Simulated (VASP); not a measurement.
Set up this calculation in VASP 6.6.1, as the native input.

| Item | Value |
| --- | --- |
| Task | single point |
| Functional | PBE |
| Potentials or basis | VASP PAW PBE potentials, release 64 (Hg, Te) |
| Cutoff | 520 eV |
| k mesh | 14 × 14 × 14 |
| Occupations | gaussian, width 0.15 eV |
| Spin | no spin polarisation |
| Dipole correction | no |
| Further INCAR settings | ALGO = Normal; EDIFF = 1e-06; NBANDS = 16 |

The structure of HgTe lies in POSCAR:

```
HgTe
1.0
    0.0000000000      3.0771170000      3.0771170000
    3.0771170000      0.0000000000      3.0771170000
    3.0771170000      3.0771170000      0.0000000000
Hg Te
1 1
Direct
    0.0101556099      0.0101556099     -0.0101556099
    0.5000000000      0.5000000000      0.5000000000
```

This cell differs from its parent crystal: all Hg atoms moved +0.062 Å, as atom 1 along Cartesian [0 0 1].

The input as run:

INCAR

```
SYSTEM = HgTe
PREC = Accurate
ENCUT = 520
EDIFF = 1E-6
ISMEAR = 0
SIGMA = 0.15
LREAL = .FALSE.
LASPH = .TRUE.
NELM = 60
ALGO = Normal
ISIF = 2
LWAVE = .FALSE.
LCHARG = .FALSE.
GGA = PE
NBANDS = 16
```

KPOINTS

```
regular mesh
0
G
  14 14 14
  0 0 0
```

Potentials or basis: VASP PAW PBE potentials, release 64 (Hg, Te).

Run with:

```sh
$ cat potpaw_PBE.64/Hg/POTCAR potpaw_PBE.64/Te/POTCAR > POTCAR
$ mpirun -np 1 vasp_std > vasp.out
```

It gave:

| Property | Result |
| --- | --- |
| Pressure | -0.1 GPa |
| Largest force | 0.102 eV/Å |
| Band gap on the k mesh | zero (bands 9 and 10 overlap by 2.40 eV) |

Caveat: the cell differs from its parent crystal (all Hg atoms moved +0.062 Å, as atom 1 along Cartesian [0 0 1]); spin-orbit coupling is left out, which moves the levels of the heavy elements.

It took 3.6 min on 1 thread of Intel Xeon 8259CL, with other jobs on the host, peak memory 0.36 GiB.
